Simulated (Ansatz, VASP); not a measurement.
Two plane-wave programs on Sn3PbSe4

```
Sn Pb Se
1.0
     4.31490    0.00000    0.00000
     0.00000    4.31490    0.00000
     0.00000    0.00000   12.20765
Sn Pb Se
3 1 4
Direct
  0.00000 0.00000 0.74865
  0.00000 0.00000 0.25135
  0.50000 0.50000 0.50000
  0.50000 0.50000 0.00000
  0.00000 0.00000 0.00000
  0.50000 0.50000 0.25386
  0.00000 0.00000 0.50000
  0.50000 0.50000 0.74614
```

Alike in both runs: functional PBE; k mesh 8 × 8 × 4; occupations gaussian, width 0.01 eV; no spin polarisation.

Ansatz relaxed the structure, and its values are those at the end. VASP's run is a single point on that final structure, the one shown.

|  | VASP | Ansatz |
| --- | --- | --- |
| version | VASP 6.6.1 | Ansatz 0.2.0 |
| potentials or method | VASP PAW PBE potentials, release 64 (Sn_d, Pb_d, Se), cutoff 520 eV | scalar-relativistic, plane waves, PAW |
| valence electrons in the cell | 80 | 120 |

|  | VASP | Ansatz | Ansatz less VASP |
| --- | --- | --- | --- |
| gap on the k mesh at the Fermi level (eV) | 0.12 | 0.13 | +0.001 |
| least direct gap on the mesh (eV) | 0.12 | 0.13 | +0.001 |
| pressure (GPa) | 0.0 | 0.0 | +0.01 |

VASP's potentials hold 80 valence electrons a cell and Ansatz's 120, so a difference there can come from the potentials and not from the codes.

Spin-orbit coupling is off throughout.
